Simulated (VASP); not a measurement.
Here is a VASP 6.6.1 calculation.

Contents of INCAR:

```
PREC = Accurate
ENCUT = 500
EDIFF = 1E-7
ISMEAR = -1
SIGMA = 0.1
LREAL = F
LASPH = T
NELM = 120
ALGO = Normal
ISIF = 3
LWAVE = F
LCHARG = F
GGA = CA
IBRION = 2
NSW = 100
EDIFFG = -0.002
GGA_COMPAT = F
NELMIN = 4
```

KPOINTS

```
regular mesh
0
Gamma
  10 10 10
```

POSCAR

```
AgI
1.0
    3.2365000000      3.2365000000      0.0000000000
   -3.2365000000      3.2365000000      0.0000000000
    0.0000000000      3.2365000000      3.2365000000
Ag I
1 1
Direct
    0.0000000000      0.0000000000      0.0000000000
    0.7500000000      0.2500000000      0.5000000000
```

Potentials or basis: VASP PAW LDA potentials, release 64 (Ag, I).

Run with:

```console
$ cat potpaw_LDA.64/Ag/POTCAR potpaw_LDA.64/I/POTCAR > POTCAR
$ mpirun -np 1 vasp_std > vasp.out
```

(1) What does it give for the relaxed cell?

(2) What does it give for the space group after relaxing (to 0.1 Å)?

Answers

(1) a = 4.489 Å, b = 4.489 Å, c = 4.489 Å, α = 60.00°, β = 60.00°, γ = 90.00°.

(2) F-43m (No. 216).
